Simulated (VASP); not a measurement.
# KRh (P-1) in VASP: single point with PBE

Aim: the single point of KRh with PBE.

Program: VASP 6.6.1. These are calculated values, not measurements. Logs are shortened: lines on timing, memory, paths and dates and some standing lists are left out, and cuts for length are marked.

## (1) The cell of the first run

The typed cell holds 2 atoms: a = 2.928 Å, b = 2.911 Å, c = 5.691 Å, α = 76.35°, β = 89.88°, γ = 59.83°.

The cell was generated, and may not be a known phase.

## (2) Single point, PBE

File INCAR:

```
PREC = Accurate
ENCUT = 520
EDIFF = 1E-6
ISMEAR = 0
SIGMA = 0.1
LREAL = F
LASPH = T
NELM = 60
ALGO = Normal
ISIF = 2
LWAVE = F
LCHARG = T
GGA = PE
LELF = T
LVHAR = T
NBANDS = 19
```

File KPOINTS:

```
regular mesh
0
Gamma
  6 6 4
```

File POSCAR:

```
KRh
1.0
    2.8723384033      0.5372021732     -0.1914813776
    0.9998833989      2.7218585260      0.2584019920
    0.2340840032      0.8165248310      5.6274328807
K Rh
1 1
Direct
    0.5000000000      0.5000000000      0.0000000000
    0.0000000000      0.5000000000      0.5000000000
```

Potentials or basis: VASP PAW PBE potentials, release 64 (K_sv, Rh_pv).

Started as:

```sh
$ cat potpaw_PBE.64/K_sv/POTCAR potpaw_PBE.64/Rh_pv/POTCAR > POTCAR
$ mpirun -np 1 vasp_std > vasp.out
```

OUTCAR:

```text
PREC = Accurate
   ENCUT = 520
   EDIFF = 1E-6
   ISMEAR = 0
   LREAL = F
   LASPH = T
   NELM = 60
   ISIF = 2
   GGA = PE

 ion  position               nearest neighbor table
   1  0.500  0.500  0.000-   2 3.20   2 3.20   2 3.20   2 3.20   2 3.25   2 3.25
   2  0.000  0.500  0.500-   1 3.20   1 3.20   1 3.20   1 3.20   1 3.25   1 3.25

  LATTYP: Found a triclinic cell.
 ALAT       =     2.9122510485
 B/A-ratio  =     0.9996371359
 C/A-ratio  =     1.9760237285
 COS(alpha) =     0.0166942180
 COS(beta)  =     0.2747171997
 COS(gamma) =     0.4942528924

  Lattice vectors:

 A1 = (  -1.8724550044,   2.1846563528,   0.4498833696)
 A2 = (   0.9998833989,   2.7218585260,   0.2584019920)
 A3 = (  -2.1065390076,   1.3681315218,  -5.1775495111)

Analysis of symmetry for initial positions (statically):
=====================================================================
 Subroutine PRICEL returns:
 Original cell was already a primitive cell.

 Routine SETGRP: Setting up the symmetry group for a
 triclinic supercell.

 Subroutine GETGRP returns: Found  2 space group operations
 (whereof  2 operations were pure point group operations)
 out of a pool of  2 trial point group operations.

The static configuration has the point symmetry S_2 .

Analysis of symmetry for dynamics (positions and initial velocities):
=====================================================================
 Subroutine PRICEL returns:
 Original cell was already a primitive cell.

 Routine SETGRP: Setting up the symmetry group for a
 triclinic supercell.

 Subroutine GETGRP returns: Found  2 space group operations
 (whereof  2 operations were pure point group operations)
 out of a pool of  2 trial point group operations.

The dynamic configuration has the point symmetry S_2 .

 Subroutine INISYM returns: Found  2 space group operations
 (whereof  2 operations are pure point group operations),
 and found     1 'primitive' translations

----------------------------------------------------------------------------------------

                                     Primitive cell

  volume of cell :      40.3652

  direct lattice vectors                    reciprocal lattice vectors
     2.872338403  0.537202173 -0.191481378     0.374235027 -0.137898096  0.004441597
     0.999883399  2.721858526  0.258401992    -0.078766258  0.401551350 -0.054987546
     0.234084003  0.816524831  5.627432881     0.016350688 -0.023130722  0.180376985

  length of vectors
     2.928408987  2.911194297  5.691178169     0.398857704  0.412881630  0.182587601

  position of ions in fractional coordinates (direct lattice)
     0.500000000  0.500000000  1.000000000
     1.000000000  0.500000000  0.500000000

  ion indices of the primitive-cell ions
   primitive index   ion index
                 1           1
                 2           2

----------------------------------------------------------------------------------------

 KPOINTS: regular mesh

Automatic generation of k-mesh.
 Grid dimensions read from file:
 generate k-points for:    6    6    4

 Generating k-lattice:

  Cartesian coordinates                     Fractional coordinates (reciprocal lattice)
     0.062372504 -0.022983016  0.000740266     0.166666667  0.000000000  0.000000000
    -0.013127710  0.066925225 -0.009164591     0.000000000  0.166666667 -0.000000000
     0.004087672 -0.005782681  0.045094246    -0.000000000  0.000000000  0.250000000

  Length of vectors
     0.066476284  0.068813605  0.045646900

  Shift w.r.t. Gamma in fractional coordinates (k-lattice)
     0.000000000  0.000000000  0.000000000

 Subroutine IBZKPT returns following result:
 ===========================================

 Found     76 irreducible k-points:

 Following reciprocal coordinates:
            Coordinates               Weight
  0.000000  0.000000  0.000000      1.000000
  0.166667 -0.000000 -0.000000      2.000000
  0.333333 -0.000000 -0.000000      2.000000
  0.500000  0.000000 -0.000000      1.000000
 -0.000000  0.166667  0.000000      2.000000
  0.166667  0.166667  0.000000      2.000000
[... 16 lines left out ...]
  0.333333  0.000000  0.250000      2.000000
  0.500000 -0.000000  0.250000      2.000000
 [... further k-points ...]
   k-points           NKPTS =     76   k-points in BZ     NKDIM =     76   number of bands    NBANDS=     19
   number of dos      NEDOS =    301   number of ions     NIONS =      2
   total plane-waves  NPLWV =  24192
   dimension x,y,z NGX =    24 NGY =   24 NGZ =   42
   dimension x,y,z NGXF=    48 NGYF=   48 NGZF=   84
   ions per type =               1   1
   NGX,Y,Z   is equivalent  to a cutoff of  13.62, 13.71, 12.27 a.u.
   NGXF,Y,Z  is equivalent  to a cutoff of  27.25, 27.41, 24.54 a.u.
 SYSTEM =  unknown system
   PREC   = accura    normal or accurate (medium, high low for compatibility)
   ISTART =      0    job   : 0-new  1-cont  2-samecut
   ICHARG =      2    charge: 1-file 2-atom 10-const
   ISPIN  =      1    spin polarized calculation?
   LNONCOLLINEAR =      F non collinear calculations
   LSORBIT =      F    spin-orbit coupling
   LASPH  =      T    aspherical Exc in radial PAW
   ENCUT  =  520.0 eV  38.22 Ry    6.18 a.u.   5.44  5.41 10.58*2*pi/ulx,y,z
   NELM   =     60;   NELMIN=  2; NELMDL= -5     # of ELM steps
   EDIFF  = 0.1E-05   stopping-criterion for ELM
   LREAL  =      F    real-space projection
   EDIFFG = 0.1E-04   stopping-criterion for IOM
   NSW    =      0    number of steps for IOM
   IBRION =     -1    ionic relax: 0-MD 1-quasi-New 2-CG
   NFREE  =      0    steps in history (QN), initial steepest desc. (CG)
   ISIF   =      2    stress and relaxation
   ISYM   =      2    0-nonsym 1-usesym 2-fastsym
   POTIM  = 0.5000    time-step for ionic-motion
   TEBEG  =    0.0;   TEEND  =   0.0 temperature during run
   PSTRESS=    0.0 pullay stress
   NELECT =      24.0000    total number of electrons
   NUPDOWN=      -1.0000    fix difference up-down
   EMIN   =  10.00;   EMAX   =-10.00  energy-range for DOS
   EFERMI =   0.00;   METHOD = LEGACY
   ISMEAR =     0;   SIGMA  =   0.10  broadening in eV -4-tet -1-fermi 0-gaus
   EFERMI_NEDOS =   21; number of points for ismear=-14 and -15
   IALGO  =     38    algorithm
   IMIX   =      4    mixing-type and parameters
     AMIX     =   0.40;   BMIX     =  1.00
     AMIX_MAG =   1.60;   BMIX_MAG =  1.00
  volume/ion in A,a.u.               =      20.18       136.20
  Fermi-wavevector in a.u.,A,eV,Ry     =   1.376605  2.601407 25.783612  1.895042
  Thomas-Fermi vector in A             =   2.501835
   LORBIT       =      0    0 simple, 1 ext, 2 COOP (PROOUT), +10 PAW based schemes
   GGA     = PE    functional components
   LHFCALC =     F    Hartree Fock is set to
   AEXX    =    0.0000 exact exchange contribution
   IVDW    =     0    specifies the selected vdW correction
   LEPSILON=     F    determine dielectric tensor
   LRPA    =     F    only Hartree local field effects (RPA)
 non-spin polarized calculation
 Gauss-broadening in eV      SIGMA  =   0.10
  energy-cutoff  :      520.00
  volume of cell :       40.37
 maximum number of plane-waves:      1110
 NGX is ok and might be reduce to    24
   NGX = 11   NGY = 11   NGZ = 21

 number of electron      24.0000003 magnetization

 Free energy of the ion-electron system (eV)
  ---------------------------------------------------
  ext. energy  EPLUGINS =         0.00000000
  ---------------------------------------------------
  free energy    TOTEN  =        -6.65030420 eV

  energy without entropy =       -6.63915309  energy(sigma->0) =       -6.64472864

 E-fermi :   5.1876     XC(G=0): -10.7497

 val. band max:        5.1805942565   @ k =   0.1667  -0.0000   0.5000
 cond. band min:       5.1925795963   @ k =  -0.1667  -0.1667   0.2500
 fundamental gap:      0.0119853398
 Fermi energy:         5.1876441403

 k-point     1 :       0.0000    0.0000    0.0000
  band No.  band energies     occupation
      1     -40.2973      2.00000
      2     -40.2897      2.00000
      3     -39.9351      2.00000
      4     -27.0420      2.00000
      5     -10.2292      2.00000
      6      -9.1380      2.00000
[... 11 lines left out ...]
     18      14.9851      0.00000
     19      15.0145      0.00000

 k-point     2 :       0.1667   -0.0000   -0.0000
  band No.  band energies     occupation
      1     -40.3506      2.00000
      2     -40.3095      2.00000
      3     -39.9274      2.00000
      4     -26.8988      2.00000
      5     -10.0926      2.00000
      6      -9.8608      2.00000
[... 11 lines left out ...]
     18      14.1440      0.00000
     19      14.4782      0.00000

 k-point     3 :       0.3333   -0.0000   -0.0000
  band No.  band energies     occupation
      1     -40.4669      2.00000
      2     -40.3381      2.00000
      3     -39.9118      2.00000
      4     -26.5946      2.00000
      5     -11.1558      2.00000
      6      -9.8037      2.00000
[... 11 lines left out ...]
     18      13.7959      0.00000
     19      14.9277      0.00000

 k-point     4 :       0.5000    0.0000   -0.0000
  band No.  band energies     occupation
      1     -40.5245      2.00000
      2     -40.3523      2.00000
      3     -39.9040      2.00000
      4     -26.4323      2.00000
      5     -11.7502      2.00000
      6      -9.6785      2.00000
[... 11 lines left out ...]
     18      14.4750      0.00000
     19      15.1138      0.00000

 k-point     5 :      -0.0000    0.1667    0.0000
  band No.  band energies     occupation
      1     -40.3575      2.00000
      2     -40.3049      2.00000
      3     -39.9271      2.00000
      4     -26.8952      2.00000
      5     -10.0914      2.00000
      6      -9.8479      2.00000
[... 11 lines left out ...]
     18      13.9471      0.00000
     19      14.5485      0.00000
[... 334 lines left out ...]
      2     -40.2897      2.00000
      3     -39.9352      2.00000
      4     -27.0407      2.00000
      5     -10.2577      2.00000
      6      -9.1384      2.00000
[... 11 lines left out ...]
     18      14.8721      0.00000
     19      14.9264      0.00000

 k-point    22 :       0.1667    0.0000    0.2500
  band No.  band energies     occupation
      1     -40.3506      2.00000
      2     -40.3095      2.00000
      3     -39.9275      2.00000
      4     -26.8976      2.00000
      5     -10.1187      2.00000
      6      -9.8584      2.00000
[... 11 lines left out ...]
     18      13.2620      0.00000
     19      14.3988      0.00000

 k-point    23 :       0.3333    0.0000    0.2500
  band No.  band energies     occupation
      1     -40.4669      2.00000
      2     -40.3381      2.00000
      3     -39.9119      2.00000
      4     -26.5942      2.00000
      5     -11.1513      2.00000
      6      -9.8105      2.00000
[... 11 lines left out ...]
     18      13.6451      0.00000
     19      14.8918      0.00000

 k-point    24 :       0.5000   -0.0000    0.2500
  band No.  band energies     occupation
      1     -40.5245      2.00000
      2     -40.3523      2.00000
      3     -39.9040      2.00000
      4     -26.4326      2.00000
      5     -11.7454      2.00000
      6      -9.6776      2.00000
[... 11 lines left out ...]
     18      13.4049      0.00000
     19      16.0693      0.00000

 [... further k-points ...]
[... 5 lines left out ...]
  --------------------------------------------------------------------------------------
  -------------------------------------------------------------------------------------
  Total        0.0677811      0.0800584      0.0928457     -0.0018491      0.0197834     -0.0064636
  in kB        2.6903678      3.1776794      3.6852309     -0.0733963      0.7852422     -0.2565522
  external PRESSURE =       3.1844260 kB  Pullay stress =       0.0000000 kB

 VOLUME and BASIS-vectors are now :
 -----------------------------------------------------------------------------
  energy-cutoff  :      520.00
  volume of cell :       40.37
      direct lattice vectors                 reciprocal lattice vectors
     2.872338403  0.537202173 -0.191481378     0.374235027 -0.137898096  0.004441597
     0.999883399  2.721858526  0.258401992    -0.078766258  0.401551350 -0.054987546
     0.234084003  0.816524831  5.627432881     0.016350688 -0.023130722  0.180376985

 POSITION                                       TOTAL-FORCE (eV/Angst)
 -----------------------------------------------------------------------------------
      1.93611      1.62953      0.03346         0.000000      0.000000      0.000000
      0.61698      1.76919      2.94292        -0.000000     -0.000000      0.000000
 -----------------------------------------------------------------------------------
    total drift:                               -0.000000     -0.000000     -0.000000

  FREE ENERGIE OF THE ION-ELECTRON SYSTEM (eV)
  ---------------------------------------------------
  free  energy   TOTEN  =        -6.6503041951 eV

  energy  without entropy=       -6.6391530932  energy(sigma->0) =       -6.64472864
```

It took 70 s on 1 thread of Oxide Virtual Turin-like, shared host; peak memory 0.17 GiB.

Results:

```
Free energy            : -6.6503 eV
Pressure               : 0.3 GPa
Band gap on the k mesh : zero (bands 12 and 13 overlap by 0.89 eV)
```

Stress tensor (GPa, compression positive):
```
 0.27 -0.01 -0.03
-0.01  0.32  0.08
-0.03  0.08  0.37
```

Caveat: the k points lie up to 0.42 Å⁻¹ apart, too coarse for converged energies and pressures of a metal.
